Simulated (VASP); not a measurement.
# RbBr (Fm-3m) in VASP: notebook, part 2 of 2

VASP 6.6.1. The steps go on from the part before.

### Step 5. Electric field gradients, PBE

This run uses another cell than the first one, of 40.27 Å³/atom, 1.042 times its volume.

File INCAR:

```
SYSTEM = RbBr
PREC = Accurate
ENCUT = 520
EDIFF = 1E-8
ISMEAR = -1
SIGMA = 0.03
LREAL = .FALSE.
LASPH = .TRUE.
NELM = 100
ALGO = Normal
ISIF = 2
LWAVE = .FALSE.
LCHARG = .FALSE.
GGA = PE
LEFG = .TRUE.
NBANDS = 15
```

File KPOINTS:

```
Automatic mesh
0
G
  7 7 7
  0 0 0
```

File POSCAR:

```
RbBr
1.0
    0.0000000000      3.4275000000      3.4275000000
    3.4275000000      0.0000000000      3.4275000000
    3.4275000000      3.4275000000      0.0000000000
Rb Br
1 1
Direct
    0.0000000000      0.0000000000      0.0000000000
    0.5000000000      0.5000000000      0.5000000000
```

Potentials or basis: VASP PAW PBE potentials, release 64 (Rb_sv, Br).

On the command line:

```bash
cat potpaw_PBE.64/Rb_sv/POTCAR potpaw_PBE.64/Br/POTCAR > POTCAR
mpirun -np 1 vasp_std > vasp.out
```

OUTCAR:

```text
SYSTEM = RbBr
   PREC = Accurate
   ENCUT = 520
   EDIFF = 1E-8
   ISMEAR = -1
   LREAL = .FALSE.
   LASPH = .TRUE.
   NELM = 100
   ISIF = 2
   GGA = PE

 ion  position               nearest neighbor table
   1  0.000  0.000  0.000-   2 3.43   2 3.43   2 3.43   2 3.43   2 3.43   2 3.43
   2  0.500  0.500  0.500-   1 3.43   1 3.43   1 3.43   1 3.43   1 3.43   1 3.43

  LATTYP: Found a face centered cubic cell.
 ALAT       =     6.8550000000

  Lattice vectors:

 A1 = (   0.0000000000,   3.4275000000,   3.4275000000)
 A2 = (   3.4275000000,   0.0000000000,   3.4275000000)
 A3 = (   3.4275000000,   3.4275000000,   0.0000000000)

Analysis of symmetry for initial positions (statically):
=====================================================================
 Subroutine PRICEL returns:
 Original cell was already a primitive cell.

 Routine SETGRP: Setting up the symmetry group for a
 face centered cubic supercell.

[... 541 lines left out ...]
      direct lattice vectors                 reciprocal lattice vectors
     0.000000000  3.427500000  3.427500000    -0.145878920  0.145878920  0.145878920
     3.427500000  0.000000000  3.427500000     0.145878920 -0.145878920  0.145878920
     3.427500000  3.427500000  0.000000000     0.145878920  0.145878920 -0.145878920

 POSITION                                       TOTAL-FORCE (eV/Angst)
 -----------------------------------------------------------------------------------
      0.00000      0.00000      0.00000         0.000000      0.000000      0.000000
      3.42750      3.42750      3.42750        -0.000000     -0.000000     -0.000000
 -----------------------------------------------------------------------------------
    total drift:                                0.000000      0.000000      0.000000

  FREE ENERGIE OF THE ION-ELECTRON SYSTEM (eV)
  ---------------------------------------------------
  free  energy   TOTEN  =        -6.0975742115 eV

  energy  without entropy=       -6.0975742115  energy(sigma->0) =       -6.09757421

 Electric field gradients (V/A^2)
---------------------------------------------------------------------
 ion       V_xx      V_yy      V_zz      V_xy      V_xz      V_yz
---------------------------------------------------------------------
   1      -0.000     0.000     0.000    -0.000    -0.000    -0.000
   2      -0.000    -0.000     0.000    -0.000    -0.000    -0.000
---------------------------------------------------------------------

 Electric field gradients after diagonalization (V/A^2)
 (convention: |V_zz| > |V_xx| > |V_yy|)
----------------------------------------------------------------------
 ion       V_xx      V_yy      V_zz     asymmetry (V_yy - V_xx)/ V_zz
----------------------------------------------------------------------
   1       0.000     0.000    -0.000       0.000
   2       0.000     0.000    -0.000       0.000
----------------------------------------------------------------------

           NMR quadrupolar parameters

 Cq : quadrupolar parameter    Cq=e*Q*V_zz/h
 eta: asymmetry parameters     (V_yy - V_xx)/ V_zz
 Q  : nuclear electric quadrupole moment in mb (millibarn)
----------------------------------------------------------------------
 ion       Cq(MHz)       eta       Q (mb)
----------------------------------------------------------------------
   1      -0.000       0.000       1.000
   2      -0.000       0.000       1.000
----------------------------------------------------------------------
```

OSZICAR:

```text
N       E                     dE             d eps       ncg     rms          rms(c)
DAV:   1     0.840992446911E+02    0.84099E+02   -0.65116E+03   600   0.901E+02
DAV:   2    -0.594670441543E+00   -0.84694E+02   -0.77588E+02   839   0.164E+02
DAV:   3    -0.615534970126E+01   -0.55607E+01   -0.55358E+01   775   0.434E+01
DAV:   4    -0.631502785805E+01   -0.15968E+00   -0.15965E+00   900   0.682E+00
DAV:   5    -0.631598949443E+01   -0.96164E-03   -0.96163E-03   803   0.559E-01    0.291E+00
DAV:   6    -0.610140285921E+01    0.21459E+00   -0.26084E-01   768   0.235E+00    0.193E+00
DAV:   7    -0.608513704801E+01    0.16266E-01   -0.12235E-01   803   0.172E+00    0.967E-01
DAV:   8    -0.609676073779E+01   -0.11624E-01   -0.13710E-02   644   0.686E-01    0.108E-01
DAV:   9    -0.609713356259E+01   -0.37282E-03   -0.56191E-04   832   0.123E-01    0.681E-02
DAV:  10    -0.609756690670E+01   -0.43334E-03   -0.56859E-04   628   0.130E-01    0.245E-02
DAV:  11    -0.609756815927E+01   -0.12526E-05   -0.27892E-05   804   0.279E-02    0.639E-03
DAV:  12    -0.609757390490E+01   -0.57456E-05   -0.84578E-06   635   0.181E-02    0.147E-03
DAV:  13    -0.609757416885E+01   -0.26395E-06   -0.38650E-07   841   0.331E-03    0.207E-03
DAV:  14    -0.609757420943E+01   -0.40583E-07   -0.20449E-07   649   0.248E-03    0.860E-04
DAV:  15    -0.609757421147E+01   -0.20391E-08   -0.14425E-08   747   0.714E-04
   1 F= -.60975742E+01 E0= -.60975742E+01  d E =-.138574E-10
```

Run time: 14 s. Hardware: 1 thread of Intel Xeon Platinum 8488C (Sapphire Rapids), shared host; peak memory 0.21 GiB.

Results:

```
Free energy            : -6.0976 eV
Pressure               : 1.0 GPa
Band gap on the k mesh : 4.36 eV, direct
```

Caveat: without QUAD_EFG the Cq values of the log hold for a quadrupole moment of 1 mb, not for the nuclei. A k mesh can miss the band edges.

### Step 6. Electric field gradients, PBE

This run uses another cell than the first one, of 40.27 Å³/atom, 1.042 times its volume.

File INCAR:

```
PREC = Accurate
ENCUT = 520
EDIFF = 1E-8
ISMEAR = -1
SIGMA = 0.03
LREAL = F
LASPH = T
NELM = 80
ALGO = Normal
ISIF = 2
LWAVE = F
LCHARG = F
GGA = PE
LEFG = T
NBANDS = 15
```

File KPOINTS:

```
regular mesh
0
Gamma
  7 7 7
```

POSCAR is that of step 5.

Potentials or basis: VASP PAW PBE potentials, release 64 (Rb_sv, Br).

On the command line:

```bash
cat potpaw_PBE.64/Rb_sv/POTCAR potpaw_PBE.64/Br/POTCAR > POTCAR
mpirun -np 1 vasp_std > vasp.out
```

OUTCAR:

```text
PREC = Accurate
   ENCUT = 520
   EDIFF = 1E-8
   ISMEAR = -1
   LREAL = F
   LASPH = T
   NELM = 80
   ISIF = 2
   GGA = PE

 ion  position               nearest neighbor table
   1  0.000  0.000  0.000-   2 3.43   2 3.43   2 3.43   2 3.43   2 3.43   2 3.43
   2  0.500  0.500  0.500-   1 3.43   1 3.43   1 3.43   1 3.43   1 3.43   1 3.43

  LATTYP: Found a face centered cubic cell.
 ALAT       =     6.8550000000

  Lattice vectors:

 A1 = (   0.0000000000,   3.4275000000,   3.4275000000)
 A2 = (   3.4275000000,   0.0000000000,   3.4275000000)
 A3 = (   3.4275000000,   3.4275000000,   0.0000000000)

Analysis of symmetry for initial positions (statically):
=====================================================================
 Subroutine PRICEL returns:
 Original cell was already a primitive cell.

 Routine SETGRP: Setting up the symmetry group for a
 face centered cubic supercell.

 Subroutine GETGRP returns: Found 48 space group operations
 (whereof 48 operations were pure point group operations)
 out of a pool of 48 trial point group operations.

The static configuration has the point symmetry O_h .

Analysis of symmetry for dynamics (positions and initial velocities):
=====================================================================
 Subroutine PRICEL returns:
 Original cell was already a primitive cell.

 Routine SETGRP: Setting up the symmetry group for a
 face centered cubic supercell.

 Subroutine GETGRP returns: Found 48 space group operations
 (whereof 48 operations were pure point group operations)
 out of a pool of 48 trial point group operations.

The dynamic configuration has the point symmetry O_h .

 Subroutine INISYM returns: Found 48 space group operations
 (whereof 48 operations are pure point group operations),
 and found     1 'primitive' translations

----------------------------------------------------------------------------------------

                                     Primitive cell

  volume of cell :      80.5309

  direct lattice vectors                    reciprocal lattice vectors
     0.000000000  3.427500000  3.427500000    -0.145878920  0.145878920  0.145878920
     3.427500000  0.000000000  3.427500000     0.145878920 -0.145878920  0.145878920
     3.427500000  3.427500000  0.000000000     0.145878920  0.145878920 -0.145878920

  length of vectors
     4.847216985  4.847216985  4.847216985     0.252669702  0.252669702  0.252669702

  position of ions in fractional coordinates (direct lattice)
     0.000000000  0.000000000  0.000000000
     0.500000000  0.500000000  0.500000000

  ion indices of the primitive-cell ions
   primitive index   ion index
                 1           1
                 2           2

----------------------------------------------------------------------------------------

 KPOINTS: regular mesh

Automatic generation of k-mesh.
 Grid dimensions read from file:
 generate k-points for:    7    7    7

 Generating k-lattice:

[... 72 lines left out ...]
   EFERMI_NEDOS =   21; number of points for ismear=-14 and -15
   IALGO  =     38    algorithm
   IMIX   =      4    mixing-type and parameters
     AMIX     =   0.40;   BMIX     =  1.00
     AMIX_MAG =   1.60;   BMIX_MAG =  1.00
  volume/ion in A,a.u.               =      40.27       271.72
  Fermi-wavevector in a.u.,A,eV,Ry     =   0.955273  1.805204 12.415941  0.912546
  Thomas-Fermi vector in A             =   2.084095
   LORBIT       =      0    0 simple, 1 ext, 2 COOP (PROOUT), +10 PAW based schemes
   GGA     = PE    functional components
   LHFCALC =     F    Hartree Fock is set to
   AEXX    =    0.0000 exact exchange contribution
   IVDW    =     0    specifies the selected vdW correction
   LEPSILON=     F    determine dielectric tensor
   LRPA    =     F    only Hartree local field effects (RPA)
 non-spin polarized calculation
  energy-cutoff  :      520.00
  volume of cell :       80.53
 maximum number of plane-waves:      2186
   NGX = 17   NGY = 17   NGZ = 17

 number of electron      15.9999999 magnetization

 Free energy of the ion-electron system (eV)
  ---------------------------------------------------
  ext. energy  EPLUGINS =         0.00000000
  ---------------------------------------------------
  free energy    TOTEN  =        -6.09757421 eV

  energy without entropy =       -6.09757421  energy(sigma->0) =       -6.09757421

 E-fermi :  -1.1026     XC(G=0):  -7.2318

 val. band max:       -1.7539685296   @ k =   0.0000   0.0000   0.0000
 cond. band min:       2.6074323442   @ k =   0.0000   0.0000   0.0000
 fundamental gap:      4.3614008738
 Fermi energy:        -1.1026049882

 k-point     1 :       0.0000    0.0000    0.0000
  band No.  band energies     occupation
      1     -26.1689      2.00000
      2     -13.9346      2.00000
      3     -10.2457      2.00000
      4     -10.2457      2.00000
      5     -10.2457      2.00000
      6      -1.7540      2.00000
      7      -1.7540      2.00000
      8      -1.7540      2.00000
      9       2.6074      0.00000
     10       5.5255      0.00000
     11       5.5255      0.00000
     12       5.5255      0.00000
     13       6.4134      0.00000
     14       6.4134      0.00000
[... 329 lines left out ...]
      2     -13.9137      2.00000
      3     -10.3802      2.00000
      4     -10.3404      2.00000
      5     -10.2330      2.00000
      6      -2.2923      2.00000
      7      -2.1262      2.00000
      8      -2.0676      2.00000
      9       5.0314      0.00000
     10       5.7234      0.00000
     11       6.5757      0.00000
     12       6.9240      0.00000
     13       8.6422      0.00000
     14       8.8167      0.00000
     15       9.6224      0.00000

------------------------ aborting loop because EDIFF is reached ----------------------------------------

  FORCE on cell =-STRESS in cart. coord.  units (eV):
  Direction    XX          YY          ZZ          XY          YZ          ZX
  --------------------------------------------------------------------------------------
  -------------------------------------------------------------------------------------
  Total        0.5137663      0.5137663      0.5137663      0.0000000      0.0000000     -0.0000000
  in kB       10.2214812     10.2214812     10.2214812      0.0000000      0.0000000     -0.0000000
  external PRESSURE =      10.2214812 kB  Pullay stress =       0.0000000 kB

 VOLUME and BASIS-vectors are now :
 -----------------------------------------------------------------------------
  energy-cutoff  :      520.00
  volume of cell :       80.53
      direct lattice vectors                 reciprocal lattice vectors
     0.000000000  3.427500000  3.427500000    -0.145878920  0.145878920  0.145878920
     3.427500000  0.000000000  3.427500000     0.145878920 -0.145878920  0.145878920
     3.427500000  3.427500000  0.000000000     0.145878920  0.145878920 -0.145878920

 POSITION                                       TOTAL-FORCE (eV/Angst)
 -----------------------------------------------------------------------------------
      0.00000      0.00000      0.00000         0.000000      0.000000      0.000000
      3.42750      3.42750      3.42750        -0.000000     -0.000000     -0.000000
 -----------------------------------------------------------------------------------
    total drift:                                0.000000      0.000000      0.000000

  FREE ENERGIE OF THE ION-ELECTRON SYSTEM (eV)
  ---------------------------------------------------
  free  energy   TOTEN  =        -6.0975742115 eV

  energy  without entropy=       -6.0975742115  energy(sigma->0) =       -6.09757421

 Electric field gradients (V/A^2)
---------------------------------------------------------------------
 ion       V_xx      V_yy      V_zz      V_xy      V_xz      V_yz
---------------------------------------------------------------------
   1      -0.000     0.000     0.000    -0.000    -0.000    -0.000
   2      -0.000    -0.000     0.000    -0.000    -0.000    -0.000
---------------------------------------------------------------------

 Electric field gradients after diagonalization (V/A^2)
 (convention: |V_zz| > |V_xx| > |V_yy|)
----------------------------------------------------------------------
 ion       V_xx      V_yy      V_zz     asymmetry (V_yy - V_xx)/ V_zz
----------------------------------------------------------------------
   1       0.000     0.000    -0.000       0.000
   2       0.000     0.000    -0.000       0.000
----------------------------------------------------------------------

           NMR quadrupolar parameters

 Cq : quadrupolar parameter    Cq=e*Q*V_zz/h
 eta: asymmetry parameters     (V_yy - V_xx)/ V_zz
 Q  : nuclear electric quadrupole moment in mb (millibarn)
----------------------------------------------------------------------
 ion       Cq(MHz)       eta       Q (mb)
----------------------------------------------------------------------
   1      -0.000       0.000       1.000
   2      -0.000       0.000       1.000
----------------------------------------------------------------------
```

OSZICAR:

```text
N       E                     dE             d eps       ncg     rms          rms(c)
DAV:   1     0.840992446911E+02    0.84099E+02   -0.65116E+03   600   0.901E+02
DAV:   2    -0.594670441543E+00   -0.84694E+02   -0.77588E+02   839   0.164E+02
DAV:   3    -0.615534970126E+01   -0.55607E+01   -0.55358E+01   775   0.434E+01
DAV:   4    -0.631502785805E+01   -0.15968E+00   -0.15965E+00   900   0.682E+00
DAV:   5    -0.631598949443E+01   -0.96164E-03   -0.96163E-03   803   0.559E-01    0.291E+00
DAV:   6    -0.610140285921E+01    0.21459E+00   -0.26084E-01   768   0.235E+00    0.193E+00
DAV:   7    -0.608513704801E+01    0.16266E-01   -0.12235E-01   803   0.172E+00    0.967E-01
DAV:   8    -0.609676073779E+01   -0.11624E-01   -0.13710E-02   644   0.686E-01    0.108E-01
DAV:   9    -0.609713356259E+01   -0.37282E-03   -0.56191E-04   832   0.123E-01    0.681E-02
DAV:  10    -0.609756690670E+01   -0.43334E-03   -0.56859E-04   628   0.130E-01    0.245E-02
DAV:  11    -0.609756815927E+01   -0.12526E-05   -0.27892E-05   804   0.279E-02    0.639E-03
DAV:  12    -0.609757390490E+01   -0.57456E-05   -0.84578E-06   635   0.181E-02    0.147E-03
DAV:  13    -0.609757416885E+01   -0.26395E-06   -0.38650E-07   841   0.331E-03    0.207E-03
DAV:  14    -0.609757420943E+01   -0.40583E-07   -0.20449E-07   649   0.248E-03    0.860E-04
DAV:  15    -0.609757421147E+01   -0.20391E-08   -0.14425E-08   747   0.714E-04
   1 F= -.60975742E+01 E0= -.60975742E+01  d E =-.138574E-10
```

It took 13 s on 1 thread of Intel Xeon Platinum 8488C (Sapphire Rapids), shared host; peak memory 0.21 GiB.

Results:

| Item | Value |
| --- | --- |
| Free energy | -6.0976 eV |
| Pressure | 1.0 GPa |
| Band gap on the k mesh | 4.36 eV, direct |

Caveat: without QUAD_EFG the Cq values of the log hold for a quadrupole moment of 1 mb, not for the nuclei.

### Step 7. Summary

| cell | gap on the mesh (eV) | pressure (GPa) |
| --- | --- | --- |
| a = 4.782 Å, angles 60.0°, 2 atoms | 4.47 | 1.8 |
| a = 4.815 Å, angles 60.0°, 2 atoms | 4.41 | 1.4 |
| a = 4.847 Å, angles 60.0°, 2 atoms | 4.36 | 1.0 |

Alike in all rows: task electric field gradients; level PBE; potentials or basis VASP PAW PBE potentials, release 64 (Rb_sv, Br); no spin polarisation; k mesh 7 × 7 × 7; cutoff (eV) 520; smearing fermi-dirac 0.03 eV.

Total energies depend on the potentials used, so only differences within one code and one set of settings carry meaning.
